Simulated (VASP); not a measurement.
Wanted: the native input for a VASP 6.6.1 run.

- Task: single point
- Functional: LDA
- Potentials or basis: VASP PAW LDA potentials, release 64 (Ge_d, N, C)
- Cutoff: 520 eV
- k mesh: 9 × 9 × 9
- Occupations: fermi-dirac, width 0.05 eV
- Spin: no spin polarisation
- Dipole correction: no
- Further INCAR settings: ALGO = Normal; EDIFF = 1e-07; NBANDS = 22

The structure of GeCN2 lies in POSCAR:

```
GeCN2
1.0
    1.7695469874      1.0216484295      4.8554361226
   -1.7695469874      1.0216484295      4.8554361226
    0.0000000000     -2.0432968590      4.8554361226
Ge N C
1 2 1
Direct
    0.0000000000      0.0000000000      0.0000000000
    0.5839044000      0.5839044000      0.5839044000
    0.4160956000      0.4160956000      0.4160956000
    0.5000000000      0.5000000000      0.5000000000
```

One way to write it, as run:

INCAR

```
PREC = Accurate
ENCUT = 520
EDIFF = 1E-7
ISMEAR = -1
SIGMA = 0.05
LREAL = False
LASPH = True
NELM = 80
ALGO = Normal
ISIF = 2
LWAVE = False
LCHARG = False
GGA = CA
NBANDS = 22
```

KPOINTS

```
Automatic mesh
0
Gamma
  9 9 9
```

Potentials or basis: VASP PAW LDA potentials, release 64 (Ge_d, N, C).

Run with:

```bash
$ cat potpaw_LDA.64/Ge_d/POTCAR potpaw_LDA.64/N/POTCAR potpaw_LDA.64/C/POTCAR > POTCAR
$ mpirun -np 1 vasp_std > vasp.out
```

Results of the run:

The pressure is -1.0 GPa, the largest force is 1.039 eV/Å and the band gap on the k mesh is 0.86 eV (least direct gap 1.58 eV).

Caveat: the stress differs along the axes, from -4 to 4 GPa; forces of over 1 eV/Å act on the atoms, so gaps and moduli don't describe the material at rest.

Run time: 4.4 min on 1 thread of Intel Xeon 8259CL, with other jobs on the host, peak memory 0.26 GiB.
